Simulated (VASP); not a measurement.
# SnO2 (P1) in VASP: a series of runs

Runs on SnO2. Level: PBE. Tasks: single point.

All numbers are computed with VASP 6.6.1; they aren't measurements. Logs are shortened: lines on timing, memory, paths and dates and some standing lists are left out, and cuts for length are marked.

## (1) The cell of the first run

The typed cell holds 24 atoms: a = 7.166 Å, b = 7.166 Å, c = 7.166 Å, α = 60.00°, β = 60.00°, γ = 60.00°.

## (2) Single point, PBE

Contents of INCAR:

```
ALGO = Normal ; EDIFF = 1E-7
ENCUT = 520 ; GGA = PE
ISIF = 2 ; ISMEAR = -1
LASPH = T ; LCHARG = T
LELF = T ; LREAL = Auto
LVHAR = T ; LWAVE = F
NBANDS = 122 ; NELM = 80
PREC = Accurate ; SIGMA = 0.112
```

Contents of KPOINTS:

```
k-points
0
Gamma
  2 2 2
```

Contents of POSCAR:

```
SnO2
1.0
    0.0000000000      5.0669339408      5.0669339408
    5.0669339408      0.0000000000      5.0669339408
    5.0669339408      5.0669339408      0.0000000000
Sn O
8 16
Direct
    0.0016578073      0.0065151826      0.0070454836
   -0.0063595658     -0.0069220362      0.4998915576
    0.0003807036      0.4914571670      0.0090423519
   -0.0036144146      0.5148659980      0.4898538305
    0.5001058884     -0.0034149843     -0.0017810574
    0.5102790031     -0.0185479031      0.5041841930
    0.4902765714      0.5235233044     -0.0011123097
    0.5156795077      0.4854716933      0.4921195005
    0.1235416738      0.1220964211      0.1270058989
    0.3685263163      0.3930667980      0.3438216326
    0.0874913715      0.1300111680      0.6443673902
    0.3676349488      0.3958786563      0.8668721660
    0.0846561264      0.6493479170      0.1327285905
    0.3981165974      0.8670198884      0.3733694818
    0.1260690405      0.6233741227      0.6071323479
    0.3708533646      0.9001756394      0.8598925012
    0.6146453726      0.1140710550      0.1463381028
    0.8731666036      0.3661716379      0.3825466293
    0.6162319336      0.1286775213      0.6307486021
    0.8759803368      0.3482073223      0.9092472003
    0.6425778465      0.6322623380      0.1048877894
    0.8762610786      0.8811977918      0.3850859361
    0.6266601335      0.6269895241      0.6437075237
    0.8852198494      0.8737734795      0.8478607675
```

Potentials or basis: VASP PAW PBE potentials, release 64 (Sn_d, O).

The run is started by

```bash
cat potpaw_PBE.64/Sn_d/POTCAR potpaw_PBE.64/O/POTCAR > POTCAR
mpirun -np 1 vasp_std > vasp.out
```

OUTCAR:

```text
EDIFF = 1E-7
   ENCUT = 520
   GGA = PE
   ISIF = 2
   ISMEAR = -1
   LASPH = T
   LREAL = Auto
   NELM = 80
   PREC = Accurate

 ion  position               nearest neighbor table
   1  0.002  0.007  0.007-  20 2.00   9 2.09  13 2.10  11 2.14  16 2.17  22 2.21  17 2.27  24 2.39
                             2 3.46   3 3.48   7 3.48   4 3.49   5 3.51   6 3.55   6 3.63   5 3.66
   2  0.994  0.993  0.500-  22 2.01  24 2.04  15 2.17   9 2.18  18 2.18  11 2.20  19 2.21  14 2.37
                             4 3.45   1 3.46   8 3.48   6 3.49   3 3.55   5 3.55   5 3.61   3 3.62
   3  0.000  0.491  0.009-  21 2.10  20 2.16  12 2.16  13 2.16   9 2.16  18 2.19  24 2.25  15 2.35
                             8 3.47   1 3.48   4 3.52   2 3.55   5 3.56   7 3.58   7 3.59   5 3.60
   4  0.996  0.515  0.490-  15 2.08  13 2.10  22 2.15  23 2.17  10 2.18  18 2.22  11 2.26  20 2.46
                             6 3.41   2 3.45   1 3.49   3 3.52   7 3.53   8 3.55   8 3.63   7 3.64
   5  0.500  0.997  0.998-  16 2.14  21 2.14  19 2.15  14 2.20   9 2.20  17 2.23  24 2.26  12 2.34
                             7 3.42   1 3.51   2 3.55   6 3.56   3 3.56   8 3.57   8 3.60   3 3.60
   6  0.510  0.981  0.504-  23 2.08  14 2.09  16 2.09  17 2.10  22 2.15  19 2.23  10 2.42  11 2.47
                             4 3.41   7 3.42   2 3.49   1 3.55   5 3.56   8 3.58   8 3.59   5 3.61
   7  0.490  0.524  0.999-  10 2.02  23 2.08  21 2.16  16 2.21  12 2.24  20 2.28  13 2.37  17 2.40
                             6 3.42   5 3.42   1 3.48   8 3.50   4 3.53   3 3.58   3 3.59   4 3.64
   8  0.516  0.485  0.492-  19 2.09  18 2.09  12 2.20  14 2.24  21 2.27  10 2.28  15 2.28  23 2.37
                             3 3.47   2 3.48   7 3.50   4 3.55   5 3.57   6 3.58   6 3.59   5 3.60
   9  0.124  0.122  0.127-   1 2.09   3 2.16   2 2.18   5 2.20
  10  0.369  0.393  0.344-   7 2.02   4 2.18   8 2.28   6 2.42
  11  0.087  0.130  0.644-   1 2.14   2 2.20   4 2.26   6 2.47
  12  0.368  0.396  0.867-   3 2.16   8 2.20   7 2.24   5 2.34
  13  0.085  0.649  0.133-   4 2.10   1 2.10   3 2.16   7 2.37
  14  0.398  0.867  0.373-   6 2.09   5 2.20   8 2.24   2 2.37
[... 8 lines left out ...]
  23  0.627  0.627  0.644-   6 2.08   7 2.08   4 2.17   8 2.37
  24  0.885  0.874  0.848-   2 2.04   3 2.25   5 2.26   1 2.39

  LATTYP: Found a face centered cubic cell.
 ALAT       =    10.1338678816

  Lattice vectors:

 A1 = (   0.0000000000,   5.0669339408,   5.0669339408)
 A2 = (   5.0669339408,   0.0000000000,   5.0669339408)
 A3 = (   5.0669339408,   5.0669339408,   0.0000000000)

Analysis of symmetry for initial positions (statically):
=====================================================================
 Subroutine PRICEL returns:
 Original cell was already a primitive cell.

 Routine SETGRP: Setting up the symmetry group for a
 face centered cubic supercell.

 Subroutine GETGRP returns: Found  1 space group operations
 (whereof  1 operations were pure point group operations)
 out of a pool of 48 trial point group operations.

The static configuration has the point symmetry C_1 .

Analysis of symmetry for dynamics (positions and initial velocities):
=====================================================================
 Subroutine PRICEL returns:
 Original cell was already a primitive cell.

 Routine SETGRP: Setting up the symmetry group for a
 face centered cubic supercell.

 Subroutine GETGRP returns: Found  1 space group operations
 (whereof  1 operations were pure point group operations)
 out of a pool of 48 trial point group operations.

The dynamic configuration has the point symmetry C_1 .

 Subroutine INISYM returns: Found  1 space group operations
 (whereof  1 operations are pure point group operations),
 and found     1 'primitive' translations

----------------------------------------------------------------------------------------

                                     Primitive cell

  volume of cell :     260.1751

  direct lattice vectors                    reciprocal lattice vectors
     0.000000000  5.066933941  5.066933941    -0.098679005  0.098679005  0.098679005
     5.066933941  0.000000000  5.066933941     0.098679005 -0.098679005  0.098679005
     5.066933941  5.066933941  0.000000000     0.098679005  0.098679005 -0.098679005

  length of vectors
     7.165726699  7.165726699  7.165726699     0.170917050  0.170917050  0.170917050

  position of ions in fractional coordinates (direct lattice)
     0.001657807  0.006515183  0.007045484
     0.993640434  0.993077964  0.499891558
     0.000380704  0.491457167  0.009042352
     0.996385585  0.514865998  0.489853831
     0.500105888  0.996585016  0.998218943
     0.510279003  0.981452097  0.504184193
[... 16 lines left out ...]
     0.626660134  0.626989524  0.643707524
     0.885219849  0.873773480  0.847860768

  ion indices of the primitive-cell ions
   primitive index   ion index
                 1           1
                 2           2
                 3           3
                 4           4
                 5           5
                 6           6
[... 16 lines left out ...]
                23          23
                24          24

----------------------------------------------------------------------------------------

 KPOINTS: k-points

Automatic generation of k-mesh.
 Grid dimensions read from file:
 generate k-points for:    2    2    2

 Generating k-lattice:

  Cartesian coordinates                     Fractional coordinates (reciprocal lattice)
    -0.049339503  0.049339503  0.049339503     0.500000000  0.000000000  0.000000000
     0.049339503 -0.049339503  0.049339503     0.000000000  0.500000000  0.000000000
     0.049339503  0.049339503 -0.049339503     0.000000000  0.000000000  0.500000000

  Length of vectors
     0.085458525  0.085458525  0.085458525

  Shift w.r.t. Gamma in fractional coordinates (k-lattice)
     0.000000000  0.000000000  0.000000000

 Subroutine IBZKPT returns following result:
 ===========================================

 Found      8 irreducible k-points:

 Following reciprocal coordinates:
            Coordinates               Weight
  0.000000  0.000000  0.000000      1.000000
  0.500000  0.000000  0.000000      1.000000
  0.000000  0.500000  0.000000      1.000000
  0.000000  0.000000  0.500000      1.000000
  0.500000  0.500000  0.500000      1.000000
  0.500000  0.500000  0.000000      1.000000
  0.000000  0.500000  0.500000      1.000000
  0.500000  0.000000  0.500000      1.000000
   k-points           NKPTS =      8   k-points in BZ     NKDIM =      8   number of bands    NBANDS=    122
   number of dos      NEDOS =    301   number of ions     NIONS =     24
   total plane-waves  NPLWV = 157464
   dimension x,y,z NGX =    54 NGY =   54 NGZ =   54
   dimension x,y,z NGXF=   108 NGYF=  108 NGZF=  108
   ions per type =               8  16
   NGX,Y,Z   is equivalent  to a cutoff of  12.53, 12.53, 12.53 a.u.
   NGXF,Y,Z  is equivalent  to a cutoff of  25.06, 25.06, 25.06 a.u.
 SYSTEM =  unknown system
   PREC   = accura    normal or accurate (medium, high low for compatibility)
   ISTART =      0    job   : 0-new  1-cont  2-samecut
   ICHARG =      2    charge: 1-file 2-atom 10-const
   ISPIN  =      1    spin polarized calculation?
   LNONCOLLINEAR =      F non collinear calculations
   LSORBIT =      F    spin-orbit coupling
   LASPH  =      T    aspherical Exc in radial PAW
   ENCUT  =  520.0 eV  38.22 Ry    6.18 a.u.  13.32 13.32 13.32*2*pi/ulx,y,z
   NELM   =     80;   NELMIN=  2; NELMDL= -5     # of ELM steps
   EDIFF  = 0.1E-06   stopping-criterion for ELM
   LREAL  =      T    real-space projection
   EDIFFG = 0.1E-05   stopping-criterion for IOM
   NSW    =      0    number of steps for IOM
   IBRION =     -1    ionic relax: 0-MD 1-quasi-New 2-CG
   NFREE  =      0    steps in history (QN), initial steepest desc. (CG)
   ISIF   =      2    stress and relaxation
   ISYM   =      2    0-nonsym 1-usesym 2-fastsym
   POTIM  = 0.5000    time-step for ionic-motion
   TEBEG  =    0.0;   TEEND  =   0.0 temperature during run
   PSTRESS=    0.0 pullay stress
   NELECT =     208.0000    total number of electrons
   NUPDOWN=      -1.0000    fix difference up-down
   EMIN   =  10.00;   EMAX   =-10.00  energy-range for DOS
   EFERMI =   0.00;   METHOD = LEGACY
   ISMEAR =    -1;   SIGMA  =   0.11  broadening in eV -4-tet -1-fermi 0-gaus
   EFERMI_NEDOS =   21; number of points for ismear=-14 and -15
   IALGO  =     38    algorithm
   IMIX   =      4    mixing-type and parameters
     AMIX     =   0.40;   BMIX     =  1.00
     AMIX_MAG =   1.60;   BMIX_MAG =  1.00
  volume/ion in A,a.u.               =      10.84        73.16
  Fermi-wavevector in a.u.,A,eV,Ry     =   1.519407  2.871262 31.410365  2.308597
  Thomas-Fermi vector in A             =   2.628397
   LORBIT       =      0    0 simple, 1 ext, 2 COOP (PROOUT), +10 PAW based schemes
   GGA     = PE    functional components
   LHFCALC =     F    Hartree Fock is set to
   AEXX    =    0.0000 exact exchange contribution
   IVDW    =     0    specifies the selected vdW correction
   LEPSILON=     F    determine dielectric tensor
   LRPA    =     F    only Hartree local field effects (RPA)
 non-spin polarized calculation
  energy-cutoff  :      520.00
  volume of cell :      260.18
 maximum number of plane-waves:      7046
 NGX is ok and might be reduce to    54
   NGX = 27   NGY = 27   NGZ = 27

 number of electron     207.9999990 magnetization

 Free energy of the ion-electron system (eV)
  ---------------------------------------------------
  ext. energy  EPLUGINS =         0.00000000
  ---------------------------------------------------
  free energy    TOTEN  =      -140.76438889 eV

  energy without entropy =     -140.67147116  energy(sigma->0) =     -140.71793003

 E-fermi :   8.4973     XC(G=0): -11.9208

 val. band max:        8.3635379638   @ k =   0.0000   0.0000   0.0000
 cond. band min:      10.9351434709   @ k =   0.0000   0.5000   0.5000
 fundamental gap:      2.5716055070
 Fermi energy:         8.4972671822

 k-point     1 :       0.0000    0.0000    0.0000
  band No.  band energies     occupation
      1     -13.3378      2.00000
      2     -13.2512      2.00000
      3     -13.2134      2.00000
      4     -13.1516      2.00000
      5     -13.1018      2.00000
      6     -13.0883      2.00000
[... 108 lines left out ...]
    115      15.1237      0.00000
    116      15.1738      0.00000
[... 831 lines left out ...]
    115      15.5718      0.00000
    116      15.8275      0.00000
 [bands above 116 left out]

------------------------ aborting loop because EDIFF is reached ----------------------------------------

  FORCE on cell =-STRESS in cart. coord.  units (eV):
  Direction    XX          YY          ZZ          XY          YZ          ZX
  --------------------------------------------------------------------------------------
  -------------------------------------------------------------------------------------
  Total       24.1798929     25.1141044     24.6596939      1.8031500     -1.5222420      1.8142061
  in kB      148.9015546    154.6544977    151.8562048     11.1039303     -9.3740780     11.1720146
  external PRESSURE =     151.8040857 kB  Pullay stress =       0.0000000 kB

 VOLUME and BASIS-vectors are now :
 -----------------------------------------------------------------------------
  energy-cutoff  :      520.00
  volume of cell :      260.18
      direct lattice vectors                 reciprocal lattice vectors
     0.000000000  5.066933941  5.066933941    -0.098679005  0.098679005  0.098679005
     5.066933941  0.000000000  5.066933941     0.098679005 -0.098679005  0.098679005
     5.066933941  5.066933941  0.000000000     0.098679005  0.098679005 -0.098679005

 POSITION                                       TOTAL-FORCE (eV/Angst)
 -----------------------------------------------------------------------------------
      0.06871      0.04410      0.04141        -0.752925     -1.716033     -1.340591
      7.56478      7.56763     10.06657         0.768493      1.589908      1.420871
      2.53600      0.04775      2.49211        -0.570503     -1.006194      1.115156
      5.09085      7.53068      7.65741        -0.427686      1.539752     -1.402945
     10.10754      7.59191      7.58363         1.028639      0.932090      1.444394
      7.52762      5.14022      7.55850         0.950937     -1.677686      0.733435
[... 16 lines left out ...]
      6.43854      6.43687      6.35216        -1.208394      0.492261      0.350014
      8.72341      8.78140      8.91270         0.737163      0.557850     -1.347888
 -----------------------------------------------------------------------------------
    total drift:                               -0.022237     -0.017074     -0.018405

  FREE ENERGIE OF THE ION-ELECTRON SYSTEM (eV)
  ---------------------------------------------------
  free  energy   TOTEN  =      -140.7643888900 eV

  energy  without entropy=     -140.6714711628  energy(sigma->0) =     -140.71793003
```

Run time: 11 min. Hardware: 1 thread of Intel Xeon Platinum 8259CL at 2.50GHz (Skylake/Cascade Lake), shared host; peak memory 0.47 GiB.

Results:

```
Free energy   : -140.7644 eV
Pressure      : 15.2 GPa
Largest force : 2.375 eV/Å
```

Forces in eV/Å, atoms in the order of the input:
```
Sn  -0.753 -1.716 -1.341
Sn   0.768  1.590  1.421
Sn  -0.571 -1.006  1.115
Sn  -0.428  1.540 -1.403
Sn   1.029  0.932  1.444
Sn   0.951 -1.678  0.733
Sn  -1.755  0.502 -0.646
Sn   1.518 -1.245 -0.442
O    0.142  2.221  0.829
O    0.634  1.145 -0.348
O   -0.773  0.238  2.186
O    0.383  0.650 -0.242
O   -0.461  0.257  0.595
O   -0.214 -0.265 -2.046
O   -0.428  1.228 -0.225
O   -0.050  0.724 -1.648
O   -1.441 -0.684  0.962
O   -0.002 -0.834  0.493
O    0.013 -1.144  0.050
O    1.180 -1.686  1.105
O    1.004 -0.477 -1.048
O   -0.276 -1.341 -0.548
O   -1.208  0.492  0.350
O    0.737  0.558 -1.348
```

Caveat: the k points lie up to 0.54 Å⁻¹ apart; spin-orbit coupling is left out, which moves the levels of the heavy elements; forces of over 1 eV/Å act on the atoms, so gaps and moduli don't describe the material at rest.

(Part 1 of 3 ends here.)
